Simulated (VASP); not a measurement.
# TiH (Fm-3m) in VASP: a series of runs

The runs below take TiH through single point, relaxation of volume and atoms at fixed shape, with r2SCAN.

All numbers are computed with VASP 6.6.1; they aren't measurements. Logs are shortened: lines on timing, memory, paths and dates and some standing lists are left out, and cuts for length are marked.

### 1 The cell of the first run

It takes space group Fm-3m (No. 225, cubic). The conventional cell has a = 4.175 Å, b = 4.175 Å, c = 4.175 Å, α = 90.00°, β = 90.00°, γ = 90.00°. Ti (site symmetry m-3m) has 6 H at 2.09 Å within 2.8 Å. H (site symmetry m-3m) has 6 Ti at 2.09 Å within 2.8 Å.

### 2 Single point, r2SCAN

Contents of POSCAR:

```
TiH
1.0
    0.0000000000      2.0874689311      2.0874689311
    2.0874689311      0.0000000000      2.0874689311
    2.0874689311      2.0874689311      0.0000000000
Ti H
1 1
Direct
    0.0000000000      0.0000000000      0.0000000000
    0.5000000000      0.5000000000      0.5000000000
```

Contents of INCAR.step1:

```
PREC = Accurate
ENCUT = 520
ISMEAR = 1
SIGMA = 0.05
LREAL = False
LASPH = True
NELM = 60
NBANDS = 14
GGA = PE
ALGO = Normal
EDIFF = 1E-4
LWAVE = True
LCHARG = False
```

Contents of INCAR.step2:

```
PREC = Accurate
ENCUT = 520
EDIFF = 1E-7
ISMEAR = 1
SIGMA = 0.05
LREAL = False
LASPH = True
NELM = 60
ALGO = Normal
ISIF = 2
LWAVE = False
LCHARG = False
METAGGA = R2SCAN
LMIXTAU = True
NBANDS = 14
ISTART = 1
```

Contents of KPOINTS:

```
Automatic mesh
0
Gamma
  11 11 11
```

Potentials or basis: VASP PAW PBE potentials, release 64 (Ti_sv, H).

Started as:

```console
> cat potpaw_PBE.64/Ti_sv/POTCAR potpaw_PBE.64/H/POTCAR > POTCAR
> cp INCAR.step1 INCAR
> mpirun -np 1 vasp_std > vasp.out
> cp INCAR.step2 INCAR
> mpirun -np 1 vasp_std > vasp.out
```

OUTCAR:

```text
PREC = Accurate
   ENCUT = 520
   EDIFF = 1E-7
   ISMEAR = 1
   LREAL = False
   LASPH = True
   NELM = 60
   ISIF = 2
   METAGGA = R2SCAN
   ISTART = 1

 ion  position               nearest neighbor table
   1  0.000  0.000  0.000-
   2  0.500  0.500  0.500-

  LATTYP: Found a face centered cubic cell.
 ALAT       =     4.1749378622

  Lattice vectors:

 A1 = (   0.0000000000,   2.0874689311,   2.0874689311)
 A2 = (   2.0874689311,   0.0000000000,   2.0874689311)
 A3 = (   2.0874689311,   2.0874689311,   0.0000000000)

Analysis of symmetry for initial positions (statically):
=====================================================================
 Subroutine PRICEL returns:
 Original cell was already a primitive cell.

 Routine SETGRP: Setting up the symmetry group for a
 face centered cubic supercell.

 Subroutine GETGRP returns: Found 48 space group operations
 (whereof 48 operations were pure point group operations)
 out of a pool of 48 trial point group operations.

The static configuration has the point symmetry O_h .

Analysis of symmetry for dynamics (positions and initial velocities):
=====================================================================
 Subroutine PRICEL returns:
 Original cell was already a primitive cell.

 Routine SETGRP: Setting up the symmetry group for a
 face centered cubic supercell.

 Subroutine GETGRP returns: Found 48 space group operations
 (whereof 48 operations were pure point group operations)
 out of a pool of 48 trial point group operations.

The dynamic configuration has the point symmetry O_h .

 Subroutine INISYM returns: Found 48 space group operations
 (whereof 48 operations are pure point group operations),
 and found     1 'primitive' translations

----------------------------------------------------------------------------------------

                                     Primitive cell

  volume of cell :      18.1924

  direct lattice vectors                    reciprocal lattice vectors
     0.000000000  2.087468931  2.087468931    -0.239524523  0.239524523  0.239524523
     2.087468931  0.000000000  2.087468931     0.239524523 -0.239524523  0.239524523
     2.087468931  2.087468931  0.000000000     0.239524523  0.239524523 -0.239524523

  length of vectors
     2.952126873  2.952126873  2.952126873     0.414868643  0.414868643  0.414868643

  position of ions in fractional coordinates (direct lattice)
     0.000000000  0.000000000  0.000000000
     0.500000000  0.500000000  0.500000000

  ion indices of the primitive-cell ions
   primitive index   ion index
                 1           1
                 2           2

----------------------------------------------------------------------------------------

 KPOINTS: Automatic mesh

Automatic generation of k-mesh.
 Grid dimensions read from file:
 generate k-points for:   11   11   11

 Generating k-lattice:

  Cartesian coordinates                     Fractional coordinates (reciprocal lattice)
    -0.021774957  0.021774957  0.021774957     0.090909091  0.000000000  0.000000000
     0.021774957 -0.021774957  0.021774957     0.000000000  0.090909091  0.000000000
     0.021774957  0.021774957 -0.021774957     0.000000000  0.000000000  0.090909091

  Length of vectors
     0.037715331  0.037715331  0.037715331

  Shift w.r.t. Gamma in fractional coordinates (k-lattice)
     0.000000000  0.000000000  0.000000000

 Subroutine IBZKPT returns following result:
 ===========================================

 Found     56 irreducible k-points:

 Following reciprocal coordinates:
            Coordinates               Weight
  0.000000  0.000000  0.000000      1.000000
  0.090909  0.000000  0.000000      8.000000
  0.181818  0.000000  0.000000      8.000000
  0.272727  0.000000  0.000000      8.000000
  0.363636  0.000000  0.000000      8.000000
  0.454545  0.000000  0.000000      8.000000
[... 16 lines left out ...]
 -0.272727  0.181818  0.000000     24.000000
 -0.181818  0.181818  0.000000     12.000000
 [... further k-points ...]
   k-points           NKPTS =     56   k-points in BZ     NKDIM =     56   number of bands    NBANDS=     14
   number of dos      NEDOS =    301   number of ions     NIONS =      2
   total plane-waves  NPLWV =  13824
   dimension x,y,z NGX =    24 NGY =   24 NGZ =   24
   dimension x,y,z NGXF=    48 NGYF=   48 NGZF=   48
   ions per type =               1   1
   NGX,Y,Z   is equivalent  to a cutoff of  13.52, 13.52, 13.52 a.u.
   NGXF,Y,Z  is equivalent  to a cutoff of  27.03, 27.03, 27.03 a.u.
 SYSTEM =  unknown system
   PREC   = accura    normal or accurate (medium, high low for compatibility)
   ISTART =      1    job   : 0-new  1-cont  2-samecut
   ICHARG =      0    charge: 1-file 2-atom 10-const
   ISPIN  =      1    spin polarized calculation?
   LNONCOLLINEAR =      F non collinear calculations
   LSORBIT =      F    spin-orbit coupling
   LASPH  =      T    aspherical Exc in radial PAW
   ENCUT  =  520.0 eV  38.22 Ry    6.18 a.u.   5.49  5.49  5.49*2*pi/ulx,y,z
   NELM   =     60;   NELMIN=  2; NELMDL=  0     # of ELM steps
   EDIFF  = 0.1E-06   stopping-criterion for ELM
   LREAL  =      F    real-space projection
   EDIFFG = 0.1E-05   stopping-criterion for IOM
   NSW    =      0    number of steps for IOM
   IBRION =     -1    ionic relax: 0-MD 1-quasi-New 2-CG
   NFREE  =      0    steps in history (QN), initial steepest desc. (CG)
   ISIF   =      2    stress and relaxation
   ISYM   =      2    0-nonsym 1-usesym 2-fastsym
   POTIM  = 0.5000    time-step for ionic-motion
   TEBEG  =    0.0;   TEEND  =   0.0 temperature during run
   PSTRESS=    0.0 pullay stress
   NELECT =      13.0000    total number of electrons
   NUPDOWN=      -1.0000    fix difference up-down
   EMIN   =  10.00;   EMAX   =-10.00  energy-range for DOS
   EFERMI =   0.00;   METHOD = LEGACY
   ISMEAR =     1;   SIGMA  =   0.05  broadening in eV -4-tet -1-fermi 0-gaus
   EFERMI_NEDOS =   21; number of points for ismear=-14 and -15
   IALGO  =     38    algorithm
   IMIX   =      4    mixing-type and parameters
     AMIX     =   0.40;   BMIX     =  1.00
     AMIX_MAG =   1.60;   BMIX_MAG =  1.00
  volume/ion in A,a.u.               =       9.10        61.38
  Fermi-wavevector in a.u.,A,eV,Ry     =   1.463612  2.765825 29.145853  2.142160
  Thomas-Fermi vector in A             =   2.579686
   LORBIT       =      0    0 simple, 1 ext, 2 COOP (PROOUT), +10 PAW based schemes
   METAGGA = R2SCAN    functional components
   LHFCALC =     F    Hartree Fock is set to
   AEXX    =    0.0000 exact exchange contribution
   IVDW    =     0    specifies the selected vdW correction
   LEPSILON=     F    determine dielectric tensor
   LRPA    =     F    only Hartree local field effects (RPA)
 non-spin polarized calculation
 Methfessel and Paxton  Order N= 1 SIGMA  =   0.05
  energy-cutoff  :      520.00
  volume of cell :       18.19
 maximum number of plane-waves:       531
 NGX is ok and might be reduce to    24
   NGX = 11   NGY = 11   NGZ = 11

 number of electron      12.9999996 magnetization

 Free energy of the ion-electron system (eV)
  ---------------------------------------------------
  ext. energy  EPLUGINS =         0.00000000
  ---------------------------------------------------
  free energy    TOTEN  =       -17.13057194 eV

  energy without entropy =      -17.13029777  energy(sigma->0) =      -17.13048055

 E-fermi :   8.9158     XC(G=0): -12.8365

 val. band max:        8.8880323237   @ k =   0.4545   0.1818   0.0909
 cond. band min:       8.9212240390   @ k =   0.3636   0.2727   0.0909
 fundamental gap:      0.0331917153
 Fermi energy:         8.9158005275

 k-point     1 :       0.0000    0.0000    0.0000
  band No.  band energies     occupation
      1     -50.1678      2.00000
      2     -25.0515      2.00000
      3     -25.0515      2.00000
      4     -25.0515      2.00000
      5      -1.2234      2.00000
      6       9.6181     -0.00000
      7       9.6181     -0.00000
      8       9.6182     -0.00000
      9      11.4353      0.00000
     10      11.4353      0.00000
     11      19.8619      0.00000
     12      23.8241      0.00000
     13      25.9558      0.00000
     14      25.9559      0.00000

 k-point     2 :       0.0909    0.0000    0.0000
  band No.  band energies     occupation
      1     -50.1589      2.00000
      2     -25.1056      2.00000
      3     -25.0578      2.00000
      4     -25.0577      2.00000
      5      -0.9849      2.00000
      6       9.4200     -0.00000
      7       9.7088     -0.00000
      8       9.7088     -0.00000
      9      11.3500      0.00000
     10      11.3500      0.00000
     11      18.9274      0.00000
     12      23.9943      0.00000
     13      26.2076      0.00000
     14      26.2076      0.00000

 k-point     3 :       0.1818    0.0000    0.0000
  band No.  band energies     occupation
      1     -50.1349      2.00000
      2     -25.2491      2.00000
      3     -25.0746      2.00000
      4     -25.0745      2.00000
      5      -0.3022      2.00000
      6       8.8567      2.07034
      7       9.8591     -0.00000
      8       9.8591     -0.00000
      9      11.2559      0.00000
     10      11.2559      0.00000
     11      17.3415      0.00000
     12      23.7683      0.00000
     13      26.8267      0.00000
     14      26.8268      0.00000
[... 324 lines left out ...]
 k-point    23 :      -0.2727    0.1818    0.0000
  band No.  band energies     occupation
      1     -50.0660      2.00000
      2     -25.5221      2.00000
      3     -25.2495      2.00000
      4     -25.1159      2.00000
      5       1.9269      2.00000
      6       7.5691      2.00000
      7       8.5749      2.00000
      8      10.1211      0.00000
      9      11.1549      0.00000
     10      12.7594      0.00000
     11      16.4622      0.00000
     12      20.2828      0.00000
     13      24.1117      0.00000
     14      27.3398      0.00000

 k-point    24 :      -0.1818    0.1818    0.0000
  band No.  band energies     occupation
      1     -50.0928      2.00000
      2     -25.4155      2.00000
      3     -25.1947      2.00000
      4     -25.0899      2.00000
      5       0.9761      2.00000
      6       8.3620      2.00000
      7       8.8429      2.05898
      8      10.4163      0.00000
      9      10.5278      0.00000
     10      12.2544      0.00000
     11      16.6418      0.00000
     12      21.8248      0.00000
     13      25.3539      0.00000
     14      27.6010      0.00000

 [... further k-points ...]

------------------------ aborting loop because EDIFF is reached ----------------------------------------

  FORCE on cell =-STRESS in cart. coord.  units (eV):
  Direction    XX          YY          ZZ          XY          YZ          ZX
  --------------------------------------------------------------------------------------
  -------------------------------------------------------------------------------------
  Total        0.0646681      0.0646681      0.0646681     -0.0000000     -0.0000000      0.0000000
  in kB        5.6952225      5.6952225      5.6952225     -0.0000000     -0.0000000      0.0000000
  external PRESSURE =       5.6952225 kB  Pullay stress =       0.0000000 kB

 VOLUME and BASIS-vectors are now :
 -----------------------------------------------------------------------------
  energy-cutoff  :      520.00
  volume of cell :       18.19
      direct lattice vectors                 reciprocal lattice vectors
     0.000000000  2.087468931  2.087468931    -0.239524523  0.239524523  0.239524523
     2.087468931  0.000000000  2.087468931     0.239524523 -0.239524523  0.239524523
     2.087468931  2.087468931  0.000000000     0.239524523  0.239524523 -0.239524523

 POSITION                                       TOTAL-FORCE (eV/Angst)
 -----------------------------------------------------------------------------------
      0.00000      0.00000      0.00000         0.000000     -0.000000     -0.000000
      2.08747      2.08747      2.08747        -0.000000      0.000000      0.000000
 -----------------------------------------------------------------------------------
    total drift:                                0.000000     -0.000000     -0.000000

  FREE ENERGIE OF THE ION-ELECTRON SYSTEM (eV)
  ---------------------------------------------------
  free  energy   TOTEN  =       -17.1305719448 eV

  energy  without entropy=      -17.1302977736  energy(sigma->0) =      -17.13048055
```

Wall time 48 s (1 thread of Intel Xeon Platinum 8259CL at 2.50GHz (Skylake/Cascade Lake), shared host); peak memory 0.15 GiB.

Results:

```
Free energy : -17.1306 eV
Pressure    : 0.6 GPa
```

Caveat: the PAW data sets were made with another functional, which shifts forces and pressure a little.

### 3 Relaxation of volume and atoms at fixed shape, r2SCAN

This run uses another cell than the first one, of 9.13 Å³/atom, 1.003 times its volume.

Contents of POSCAR:

```
TiH
1.0
    0.0000000000      2.0897000000      2.0897000000
    2.0897000000      0.0000000000      2.0897000000
    2.0897000000      2.0897000000      0.0000000000
Ti H
1 1
Direct
    0.0000000000      0.0000000000      0.0000000000
    0.5000000000      0.5000000000      0.5000000000
```

Contents of INCAR.step1:

```
SYSTEM = TiH
PREC = Accurate
ENCUT = 600
ISMEAR = 1
SIGMA = 0.05
LREAL = .FALSE.
LASPH = .TRUE.
NELM = 100
GGA = PE
ALGO = Normal
EDIFF = 1E-4
LWAVE = .TRUE.
LCHARG = .FALSE.
```

Contents of INCAR.step2:

```
SYSTEM = TiH
PREC = Accurate
ENCUT = 600
EDIFF = 1E-6
ISMEAR = 1
SIGMA = 0.05
LREAL = .FALSE.
LASPH = .TRUE.
NELM = 100
ALGO = Normal
ISIF = 8
LWAVE = .FALSE.
LCHARG = .FALSE.
METAGGA = R2SCAN
LMIXTAU = .TRUE.
IBRION = 2
NSW = 80
EDIFFG = -0.01
ISTART = 1
```

Contents of KPOINTS:

```
regular mesh
0
G
  11 11 11
  0 0 0
```

Potentials or basis: VASP PAW PBE potentials, release 64 (Ti_sv, H).

Started as:

```console
> cat potpaw_PBE.64/Ti_sv/POTCAR potpaw_PBE.64/H/POTCAR > POTCAR
> cp INCAR.step1 INCAR
> mpirun -np 1 vasp_std > vasp.out
> cp INCAR.step2 INCAR
> mpirun -np 1 vasp_std > vasp.out
```

It took 51 s on 1 thread of Intel Xeon Platinum 8259CL at 2.50GHz (Skylake/Cascade Lake), shared host; peak memory 0.16 GiB.

The run converged. Its results:

```
Free energy                            : -17.1311 eV
Relaxed volume                         : 9.14 Å³/atom
Relaxed cell                           : a = 2.957 Å, b = 2.957 Å, c = 2.957 Å, α = 60.00°, β = 60.00°, γ = 60.00°
Space group after relaxing (to 0.05 Å) : Fm-3m (No. 225)
Energy gained by relaxing              : 0.0 meV/atom
Ionic steps                            : 2
Pressure after relaxing                : -0.2 GPa
```

Final structure:
```xyz
2
Lattice="0.0000 2.0911 2.0911 2.0911 0.0000 2.0911 2.0911 2.0911 0.0000" Properties=species:S:1:pos:R:3 pbc="T T T"
Ti    0.0000    2.0911    2.0911
H     2.0911    2.0911    2.0911
```

Levels at points of the mesh, in eV from the Fermi level:
| k point | band 3 | band 4 | band 5 | band 6 | band 7 | band 8 | band 9 | band 10 |
| --- | --- | --- | --- | --- | --- | --- | --- | --- |
| (0.00, 0.00, 0.00) | -33.98 | -33.98 | -10.11 | 0.70 | 0.70 | 0.70 | 2.51 | 2.51 |

Caveat: the PAW data sets were made with another functional, which shifts forces and pressure a little.
